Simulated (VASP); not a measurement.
**AlAs: relaxation of cell and atoms with PBE**

AlAs:

```
Al As
1.0
     0.00000    2.86330    2.86330
     2.86330    0.00000    2.86330
     2.86330    2.86330    0.00000
Al As
1 1
Cartesian
  4.2950 4.2950 4.2950
  0.0000 0.0000 0.0000
```

```
Program                : VASP 6.6.1
Task                   : relaxation of cell and atoms
Functional             : PBE
Potentials or basis    : VASP PAW PBE potentials, release 64 (Al, As)
Cutoff                 : 500 eV
k mesh                 : 8 × 8 × 8
Occupations            : gaussian, width 0.02 eV
Spin                   : no spin polarisation
Dipole correction      : no
Further INCAR settings : ALGO = Normal; EDIFF = 1e-07; IBRION = 2; EDIFFG = -0.01; NSW = 80; ISIF = 3
```

* Relaxed volume: 23.55 Å³/atom
* Relaxed cell: a = 4.054 Å, b = 4.054 Å, c = 4.054 Å, α = 60.00°, β = 60.00°, γ = 60.00°
* Space group after relaxing (to 0.05 Å): F-43m (No. 216)
* Energy gained by relaxing: 0.0 meV/atom
* Ionic steps: 3
* Pressure after relaxing: 0.0 GPa
* Band gap on the k mesh: 1.50 eV, indirect (least direct gap 1.76 eV)

Final structure:
```
Al As
1.0
     0.00000    2.86633    2.86633
     2.86633    0.00000    2.86633
     2.86633    2.86633    0.00000
Al As
1 1
Direct
  0.75000 0.75000 0.75000
  0.00000 0.00000 0.00000
```

Levels at points of the mesh, in eV from the valence-band top:
```csv
k point,band 2,band 3,band 4,band 5,band 6,band 7
"(0.00, 0.00, 0.00)",0.00,0.00,0.00,1.76,4.22,4.22
"(0.50, 0.00, 0.00)",-5.41,-0.80,-0.80,2.00,4.65,4.65
"(0.50, 0.50, 0.00)",-5.30,-2.09,-2.09,1.50,2.29,10.04
```

Wall time 13 s on 1 thread of Intel(R) Xeon(R) 6975P-C (Granite Rapids) (shared host), peak memory 0.17 GiB.

A k mesh can miss the band edges. Zero-point motion and thermal expansion aren't in these numbers.
